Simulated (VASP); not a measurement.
Wanted: the native input for a VASP 6.6.1 run.

| Item | Value |
| --- | --- |
| Task | single point |
| Functional | PBE |
| Potentials or basis | VASP PAW PBE potentials, release 64 (Bi_d) |
| Cutoff | 520 eV |
| k mesh | 9 × 9 × 1 |
| Occupations | gaussian, width 0.02 eV |
| Spin | no spin polarisation |
| Dipole correction | yes |
| Further INCAR settings | ALGO = Normal; EDIFF = 1e-07; NBANDS = 22 |

The structure of Bi lies in POSCAR:

```
Bi
1.0
    4.1400000000      0.0000000000      0.0000000000
   -2.0700000000      3.5853451717      0.0000000000
    0.0000000000      0.0000000000     28.0000000000
Bi
2
Direct
    0.3333333333      0.6666666667      0.5066071429
    0.6666666667      0.3333333333      0.4933928571
```

One way to write it, as run:

INCAR

```
SYSTEM = Bi
PREC = Accurate
ENCUT = 520
EDIFF = 1E-7
ISMEAR = 0
SIGMA = 0.02
LREAL = .FALSE.
LASPH = .TRUE.
NELM = 60
ALGO = Normal
ISIF = 2
LWAVE = .FALSE.
LCHARG = .TRUE.
LDIPOL = .TRUE.
IDIPOL = 3
DIPOL = 0.5 0.5 0.500
GGA = PE
LELF = .TRUE.
LVHAR = .TRUE.
LVACPOTAV = .TRUE.
NBANDS = 22
```

KPOINTS

```
Automatic mesh
0
G
  9 9 1
  0 0 0
```

Potentials or basis: VASP PAW PBE potentials, release 64 (Bi_d).

Command:

```sh
$ cat potpaw_PBE.64/Bi_d/POTCAR > POTCAR
$ mpirun -np 1 vasp_std > vasp.out
```

Results of the run:

```json
{"Largest force": "4.516 eV/Å", "Band gap on the k mesh": "zero (band 15 reaches -1.72 eV, above the bottom of band 16 at -2.30 eV)", "Work function of the upper face": "3.53 eV", "Work function of the lower face": "3.53 eV"}
```

Caveat: spin-orbit coupling is left out, which moves the levels of the heavy elements.

Wall time 92 s on 1 thread of Intel(R) Xeon(R) 6975P-C (Granite Rapids), with other jobs on the host, peak memory 0.51 GiB.
